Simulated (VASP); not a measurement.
# C (P6_3/mmc) in VASP: further runs

The runs below take C through single point, relaxation of cell and atoms, with PBE.

All numbers are computed with VASP 6.6.1; they aren't measurements. Logs are shortened: lines on timing, memory, paths and dates and some standing lists are left out, and cuts for length are marked.

### Step 1. The cell of the first run

Symmetry: P6_3/mmc, No. 194, hexagonal system. The conventional cell has a = 2.431 Å, b = 2.431 Å, c = 5.636 Å, α = 90.00°, β = 90.00°, γ = 120.00°. C (site symmetry -6m2) has 3 C at 1.40 Å within 1.9 Å. Within 1.9 Å of C (site symmetry -6m2) lie 3 C at 1.40 Å.

### Step 2. Single point, PBE

Input file INCAR:

```
SYSTEM = C
  PREC = Accurate
  ENCUT = 520
  EDIFF = 1E-6
  ISMEAR = -1
  SIGMA = 0.1
  LREAL = .FALSE.
  LASPH = .TRUE.
  NELM = 60
  ALGO = Normal
  ISIF = 2
  LWAVE = .FALSE.
  LCHARG = .FALSE.
  GGA = PE
  NBANDS = 16
```

Input file KPOINTS:

```
regular mesh
0
G
  15 15 5
  0 0 0
```

Input file POSCAR:

```
C
1.0
    2.4310645530      0.0000000000      0.0000000000
   -1.2155322765      2.1053636611      0.0000000000
    0.0000000000      0.0000000000      5.6359691550
C
4
Direct
    0.0000000000      0.0000000000      0.2500000000
    0.0000000000      0.0000000000      0.7500000000
    0.3333333333      0.6666666667      0.2500000000
    0.6666666667      0.3333333333      0.7500000000
```

Potentials or basis: VASP PAW PBE potentials, release 64 (C).

Command:

```bash
$ cat potpaw_PBE.64/C/POTCAR > POTCAR
$ mpirun -np 1 vasp_std > vasp.out
```

OUTCAR:

```text
SYSTEM = C
   PREC = Accurate
   ENCUT = 520
   EDIFF = 1E-6
   ISMEAR = -1
   LREAL = .FALSE.
   LASPH = .TRUE.
   NELM = 60
   ISIF = 2
   GGA = PE

 ion  position               nearest neighbor table
   1  0.000  0.000  0.250-   3 1.40   3 1.40   3 1.40
   2  0.000  0.000  0.750-   4 1.40   4 1.40   4 1.40
   3  0.333  0.667  0.250-   1 1.40   1 1.40   1 1.40
   4  0.667  0.333  0.750-   2 1.40   2 1.40   2 1.40

  LATTYP: Found a hexagonal cell.
 ALAT       =     2.4310645530
 C/A-ratio  =     2.3183132460

  Lattice vectors:

 A1 = (   2.4310645530,   0.0000000000,   0.0000000000)
 A2 = (  -1.2155322765,   2.1053636611,   0.0000000000)
 A3 = (   0.0000000000,   0.0000000000,   5.6359691550)

Analysis of symmetry for initial positions (statically):
=====================================================================
 Subroutine PRICEL returns:
 Original cell was already a primitive cell.

 Routine SETGRP: Setting up the symmetry group for a
 hexagonal supercell.

 Subroutine GETGRP returns: Found 24 space group operations
 (whereof 12 operations were pure point group operations)
 out of a pool of 24 trial point group operations.

The static configuration has the point symmetry D_3d.
 The point group associated with its full space group is D_6h.

Analysis of symmetry for dynamics (positions and initial velocities):
=====================================================================
 Subroutine PRICEL returns:
 Original cell was already a primitive cell.

 Routine SETGRP: Setting up the symmetry group for a
 hexagonal supercell.

 Subroutine GETGRP returns: Found 24 space group operations
 (whereof 12 operations were pure point group operations)
 out of a pool of 24 trial point group operations.

The dynamic configuration has the point symmetry D_3d.
 The point group associated with its full space group is D_6h.

 Subroutine INISYM returns: Found 24 space group operations
 (whereof 12 operations are pure point group operations),
 and found     1 'primitive' translations

----------------------------------------------------------------------------------------

                                     Primitive cell

  volume of cell :      28.8464

  direct lattice vectors                    reciprocal lattice vectors
     2.431064553  0.000000000  0.000000000     0.411342430  0.237488663  0.000000000
    -1.215532277  2.105363661  0.000000000     0.000000000  0.474977325  0.000000000
     0.000000000  0.000000000  5.635969155     0.000000000  0.000000000  0.177431773

  length of vectors
     2.431064553  2.431064553  5.635969155     0.474977325  0.474977325  0.177431773

  position of ions in fractional coordinates (direct lattice)
     0.000000000  0.000000000  0.250000000
     0.000000000  0.000000000  0.750000000
     0.333333333  0.666666667  0.250000000
     0.666666667  0.333333333  0.750000000

  ion indices of the primitive-cell ions
   primitive index   ion index
                 1           1
                 2           2
                 3           3
                 4           4

----------------------------------------------------------------------------------------

 KPOINTS: regular mesh

Automatic generation of k-mesh.
 Grid dimensions read from file:
 generate k-points for:   15   15    5

 Generating k-lattice:

  Cartesian coordinates                     Fractional coordinates (reciprocal lattice)
     0.027422829  0.015832578  0.000000000     0.066666667  0.000000000  0.000000000
     0.000000000  0.031665155  0.000000000     0.000000000  0.066666667  0.000000000
     0.000000000  0.000000000  0.035486355     0.000000000  0.000000000  0.200000000

  Length of vectors
     0.031665155  0.031665155  0.035486355

  Shift w.r.t. Gamma in fractional coordinates (k-lattice)
     0.000000000  0.000000000  0.000000000

 Subroutine IBZKPT returns following result:
 ===========================================

 Found     81 irreducible k-points:

 Following reciprocal coordinates:
            Coordinates               Weight
  0.000000  0.000000  0.000000      1.000000
  0.066667 -0.000000  0.000000      6.000000
  0.133333 -0.000000  0.000000      6.000000
  0.200000 -0.000000  0.000000      6.000000
  0.266667 -0.000000  0.000000      6.000000
  0.333333  0.000000  0.000000      6.000000
[... 16 lines left out ...]
  0.333333  0.200000  0.000000     12.000000
  0.400000  0.200000  0.000000      6.000000
 [... further k-points ...]
   k-points           NKPTS =     81   k-points in BZ     NKDIM =     81   number of bands    NBANDS=     16
   number of dos      NEDOS =    301   number of ions     NIONS =      4
   total plane-waves  NPLWV =  13608
   dimension x,y,z NGX =    18 NGY =   18 NGZ =   42
   dimension x,y,z NGXF=    36 NGYF=   36 NGZF=   84
   ions per type =               4
   NGX,Y,Z   is equivalent  to a cutoff of  12.31, 12.31, 12.39 a.u.
   NGXF,Y,Z  is equivalent  to a cutoff of  24.62, 24.62, 24.78 a.u.
 SYSTEM =  C
   PREC   = accura    normal or accurate (medium, high low for compatibility)
   ISTART =      0    job   : 0-new  1-cont  2-samecut
   ICHARG =      2    charge: 1-file 2-atom 10-const
   ISPIN  =      1    spin polarized calculation?
   LNONCOLLINEAR =      F non collinear calculations
   LSORBIT =      F    spin-orbit coupling
   LASPH  =      T    aspherical Exc in radial PAW
   ENCUT  =  520.0 eV  38.22 Ry    6.18 a.u.   4.52  4.52 10.48*2*pi/ulx,y,z
   NELM   =     60;   NELMIN=  2; NELMDL= -5     # of ELM steps
   EDIFF  = 0.1E-05   stopping-criterion for ELM
   LREAL  =      F    real-space projection
   EDIFFG = 0.1E-04   stopping-criterion for IOM
   NSW    =      0    number of steps for IOM
   IBRION =     -1    ionic relax: 0-MD 1-quasi-New 2-CG
   NFREE  =      0    steps in history (QN), initial steepest desc. (CG)
   ISIF   =      2    stress and relaxation
   ISYM   =      2    0-nonsym 1-usesym 2-fastsym
   POTIM  = 0.5000    time-step for ionic-motion
   TEBEG  =    0.0;   TEEND  =   0.0 temperature during run
   PSTRESS=    0.0 pullay stress
   NELECT =      16.0000    total number of electrons
   NUPDOWN=      -1.0000    fix difference up-down
   EMIN   =  10.00;   EMAX   =-10.00  energy-range for DOS
   EFERMI =   0.00;   METHOD = LEGACY
   ISMEAR =    -1;   SIGMA  =   0.10  broadening in eV -4-tet -1-fermi 0-gaus
   EFERMI_NEDOS =   21; number of points for ismear=-14 and -15
   IALGO  =     38    algorithm
   IMIX   =      4    mixing-type and parameters
     AMIX     =   0.40;   BMIX     =  1.00
     AMIX_MAG =   1.60;   BMIX_MAG =  1.00
  volume/ion in A,a.u.               =       7.21        48.67
  Fermi-wavevector in a.u.,A,eV,Ry     =   1.345088  2.541848 24.616506  1.809262
  Thomas-Fermi vector in A             =   2.473029
   LORBIT       =      0    0 simple, 1 ext, 2 COOP (PROOUT), +10 PAW based schemes
   GGA     = PE    functional components
   LHFCALC =     F    Hartree Fock is set to
   AEXX    =    0.0000 exact exchange contribution
   IVDW    =     0    specifies the selected vdW correction
   LEPSILON=     F    determine dielectric tensor
   LRPA    =     F    only Hartree local field effects (RPA)
 non-spin polarized calculation
  energy-cutoff  :      520.00
  volume of cell :       28.85
 maximum number of plane-waves:       796
 NGX is ok and might be reduce to    18

 number of electron      15.9999998 magnetization

 Free energy of the ion-electron system (eV)
  ---------------------------------------------------
  ext. energy  EPLUGINS =         0.00000000
  ---------------------------------------------------
  free energy    TOTEN  =       -36.44128341 eV

  energy without entropy =      -36.43846560  energy(sigma->0) =      -36.43987451

 E-fermi :   6.5687     XC(G=0): -11.6186

 val. band max:        6.5269399101   @ k =   0.3333   0.3333   0.2000
 cond. band min:       6.6384129037   @ k =   0.3333   0.3333   0.4000
 fundamental gap:      0.1114729936
 Fermi energy:         6.5687001315

 k-point     1 :       0.0000    0.0000    0.0000
  band No.  band energies     occupation
      1     -13.6909      2.00000
      2     -12.6890      2.00000
      3      -3.1156      2.00000
      4       1.2124      2.00000
      5       3.6373      2.00000
      6       3.6373      2.00000
[... 8 lines left out ...]
     15      18.9745      0.00000
     16      19.7459      0.00000

 k-point     2 :       0.0667   -0.0000    0.0000
  band No.  band energies     occupation
      1     -13.5804      2.00000
      2     -12.5840      2.00000
      3      -2.9809      2.00000
      4       1.3313      2.00000
      5       3.1835      2.00000
      6       3.3164      2.00000
[... 8 lines left out ...]
     15      18.6082      0.00000
     16      19.9294      0.00000

 k-point     3 :       0.1333   -0.0000    0.0000
  band No.  band energies     occupation
      1     -13.2497      2.00000
      2     -12.2694      2.00000
      3      -2.5783      2.00000
      4       1.6846      2.00000
      5       1.9882      2.00000
      6       2.2075      2.00000
[... 8 lines left out ...]
     15      17.6026      0.00000
     16      20.4916      0.00000

 k-point     4 :       0.2000   -0.0000    0.0000
  band No.  band energies     occupation
      1     -12.7012      2.00000
      2     -11.7475      2.00000
      3      -1.9127      2.00000
      4       0.3560      2.00000
      5       0.6735      2.00000
      6       2.0281      2.00000
[... 8 lines left out ...]
     15      19.0288      0.00000
     16      21.2904      0.00000
[... 324 lines left out ...]
 k-point    22 :       0.2667    0.2000    0.0000
  band No.  band energies     occupation
      1      -9.7084      2.00000
      2      -8.9029      2.00000
      3      -3.8593      2.00000
      4      -3.4549      2.00000
      5      -1.9124      2.00000
      6      -1.6070      2.00000
[... 8 lines left out ...]
     15      20.6851      0.00000
     16      21.0758      0.00000

 k-point    23 :       0.3333    0.2000    0.0000
  band No.  band energies     occupation
      1      -8.4900      2.00000
      2      -7.7601      2.00000
      3      -5.3921      2.00000
      4      -4.8580      2.00000
      5      -2.3914      2.00000
      6      -2.0043      2.00000
[... 8 lines left out ...]
     15      20.1281      0.00000
     16      20.6014      0.00000

 k-point    24 :       0.4000    0.2000    0.0000
  band No.  band energies     occupation
      1      -7.3928      2.00000
      2      -7.0509      2.00000
      3      -6.2403      2.00000
      4      -6.0429      2.00000
      5      -2.5360      2.00000
      6      -2.1298      2.00000
[... 8 lines left out ...]
     15      19.7244      0.00000
     16      20.4357      0.00000

 [... further k-points ...]

------------------------ aborting loop because EDIFF is reached ----------------------------------------

  FORCE on cell =-STRESS in cart. coord.  units (eV):
  Direction    XX          YY          ZZ          XY          YZ          ZX
  --------------------------------------------------------------------------------------
  -------------------------------------------------------------------------------------
  Total        3.9373604      3.9373604      3.7504025     -0.0000000      0.0000000     -0.0000000
  in kB      218.6872828    218.6872828    208.3033440     -0.0000000      0.0000000     -0.0000000
  external PRESSURE =     215.2259698 kB  Pullay stress =       0.0000000 kB

 VOLUME and BASIS-vectors are now :
 -----------------------------------------------------------------------------
  energy-cutoff  :      520.00
  volume of cell :       28.85
      direct lattice vectors                 reciprocal lattice vectors
     2.431064553  0.000000000  0.000000000     0.411342430  0.237488663  0.000000000
    -1.215532277  2.105363661  0.000000000     0.000000000  0.474977325  0.000000000
     0.000000000  0.000000000  5.635969155     0.000000000  0.000000000  0.177431773

 POSITION                                       TOTAL-FORCE (eV/Angst)
 -----------------------------------------------------------------------------------
      0.00000      0.00000      1.40899        -0.000000      0.000000      0.000000
      0.00000      0.00000      4.22698         0.000000      0.000000      0.000000
     -0.00000      1.40358      1.40899         0.000000     -0.000000      0.000000
      1.21553      0.70179      4.22698        -0.000000     -0.000000     -0.000000
 -----------------------------------------------------------------------------------
    total drift:                                0.000000     -0.000000      0.000000

  FREE ENERGIE OF THE ION-ELECTRON SYSTEM (eV)
  ---------------------------------------------------
  free  energy   TOTEN  =       -36.4412834131 eV

  energy  without entropy=      -36.4384656047  energy(sigma->0) =      -36.43987451
```

Wall time 19 s (1 thread of Intel Xeon Platinum 8488C (Sapphire Rapids), shared host); peak memory 0.14 GiB.

Results:

```
Free energy            : -36.4413 eV
Pressure               : 21.5 GPa
Band gap on the k mesh : zero (band 8 reaches 6.64 eV, above the bottom of band 9 at 6.46 eV)
```

### Step 3. Single point, PBE

This run uses another cell than the first one: it holds 2 atoms, not 4.

Input file INCAR:

```
SYSTEM = C
PREC = Accurate ; ENCUT = 520
EDIFF = 1E-6 ; ISMEAR = -1
SIGMA = 0.1 ; LREAL = .False.
LASPH = .True. ; NELM = 60
ALGO = Normal ; ISIF = 2
LWAVE = .False. ; LCHARG = .False.
GGA = PE ; NBANDS = 11
```

Input file KPOINTS:

```
Automatic mesh
0
Gamma
  22 22 12
  0 0 0
```

Input file POSCAR:

```
C
1.0
    2.4339292431      0.0000000000      0.0000000000
   -1.2169646216      2.1078445556      0.0000000000
    0.0000000000      0.0000000000      2.2107016483
C
2
Direct
    0.3333333333      0.6666666667      0.2500000000
    0.6666666667      0.3333333333      0.7500000000
```

Potentials or basis: VASP PAW PBE potentials, release 64 (C).

Command:

```bash
$ cat potpaw_PBE.64/C/POTCAR > POTCAR
$ mpirun -np 1 vasp_std > vasp.out
```

OUTCAR:

```text
SYSTEM = C
   PREC = Accurate
   ENCUT = 520
   EDIFF = 1E-6
   ISMEAR = -1
   LREAL = .False.
   LASPH = .True.
   NELM = 60
   ISIF = 2
   GGA = PE

 ion  position               nearest neighbor table
   1  0.333  0.667  0.250-   2 1.79   2 1.79   2 1.79   2 1.79   2 1.79   2 1.79
   2  0.667  0.333  0.750-   1 1.79   1 1.79   1 1.79   1 1.79   1 1.79   1 1.79

  LATTYP: Found a hexagonal cell.
 ALAT       =     2.4339292431
 C/A-ratio  =     0.9082850927

  Lattice vectors:

 A1 = (   2.4339292431,   0.0000000000,   0.0000000000)
 A2 = (  -1.2169646216,   2.1078445556,   0.0000000000)
 A3 = (   0.0000000000,   0.0000000000,   2.2107016483)

Analysis of symmetry for initial positions (statically):
=====================================================================
 Subroutine PRICEL returns:
 Original cell was already a primitive cell.

 Routine SETGRP: Setting up the symmetry group for a
 hexagonal supercell.

 Subroutine GETGRP returns: Found 24 space group operations
 (whereof 12 operations were pure point group operations)
 out of a pool of 24 trial point group operations.

The static configuration has the point symmetry D_3d.
[... 173 lines left out ...]
      3       9.5172      1.99987
      4       9.5172      1.99987
      5      16.7393      0.00000
      6      16.7393      0.00000
      7      16.8229      0.00000
      8      23.8246      0.00000
      9      23.8285      0.00000
     10      29.9194      0.00000
     11      38.4288      0.00000
[... 309 lines left out ...]
 k-point    24 :       0.1364    0.0909    0.0000
  band No.  band energies     occupation
      1     -10.3266      2.00000
      2       5.3678      2.00000
      3       7.2244      2.00000
      4       9.4763      1.99991
      5      16.8714      0.00000
      6      17.7138      0.00000
      7      19.1613      0.00000
      8      21.9024      0.00000
      9      26.6573      0.00000
     10      29.5917      0.00000
     11      39.0804      0.00000

 [... further k-points ...]

------------------------ aborting loop because EDIFF is reached ----------------------------------------

  FORCE on cell =-STRESS in cart. coord.  units (eV):
  Direction    XX          YY          ZZ          XY          YZ          ZX
  --------------------------------------------------------------------------------------
  -------------------------------------------------------------------------------------
  Total        1.5032130      1.5032130      1.5042687     -0.0000000     -0.0000000      0.0000000
  in kB      212.3510683    212.3510683    212.5001985     -0.0000000     -0.0000000      0.0000000
  external PRESSURE =     212.4007784 kB  Pullay stress =       0.0000000 kB

 VOLUME and BASIS-vectors are now :
 -----------------------------------------------------------------------------
  energy-cutoff  :      520.00
  volume of cell :       11.34
      direct lattice vectors                 reciprocal lattice vectors
     2.433929243  0.000000000  0.000000000     0.410858287  0.237209143  0.000000000
    -1.216964622  2.107844556  0.000000000     0.000000000  0.474418285  0.000000000
     0.000000000  0.000000000  2.210701648     0.000000000  0.000000000  0.452345074

 POSITION                                       TOTAL-FORCE (eV/Angst)
 -----------------------------------------------------------------------------------
     -0.00000      1.40523      0.55268        -0.000000      0.000000      0.000000
      1.21696      0.70261      1.65803         0.000000      0.000000      0.000000
 -----------------------------------------------------------------------------------
    total drift:                               -0.000000      0.000000     -0.000000

  FREE ENERGIE OF THE ION-ELECTRON SYSTEM (eV)
  ---------------------------------------------------
  free  energy   TOTEN  =       -11.8869613565 eV

  energy  without entropy=      -11.8696101616  energy(sigma->0) =      -11.87828576
```

stdout:

```text
POSCAR found type information on POSCAR C
 POSCAR found :  1 types and       2 ions
 scaLAPACK will be used
 LDA part: xc-table for (Slater+PW92), standard interpolation
 POSCAR, INCAR and KPOINTS ok, starting setup
 FFT: planning ... GRIDC
 FFT: planning ... GRID_SOFT
 FFT: planning ... GRID
 WAVECAR not read
 entering main loop
```

Run time: 15 s. Hardware: 1 thread of Intel Xeon Platinum 8488C (Sapphire Rapids), shared host; peak memory 0.13 GiB.

What came out:

```yaml
Free_energy: -11.8870 eV
Pressure: 21.2 GPa
Band_gap_on_the_k_mesh: zero (band 4 reaches 14.50 eV, above the bottom of band 5 at 5.40 eV)
```

Levels at points of the mesh, in eV from the Fermi level:
```csv
k point,band 1,band 2,band 3,band 4,band 5,band 6,band 7,band 8,band 9
"(0.00, 0.00, 0.00)",-21.88,-1.95,-0.96,-0.96,6.26,6.26,6.34,13.34,13.35
"(0.50, 0.00, 0.00)",-15.97,-14.11,-4.78,2.30,4.11,6.47,10.17,11.86,15.03
"(0.00, 0.00, 0.50)",-15.66,-15.66,3.90,3.90,3.90,3.90,9.47,9.47,22.44
"(0.50, 0.00, 0.50)",-10.54,-10.54,-7.11,-7.11,1.54,1.54,8.45,8.45,23.71
```

(Continued in part 2 of 2.)
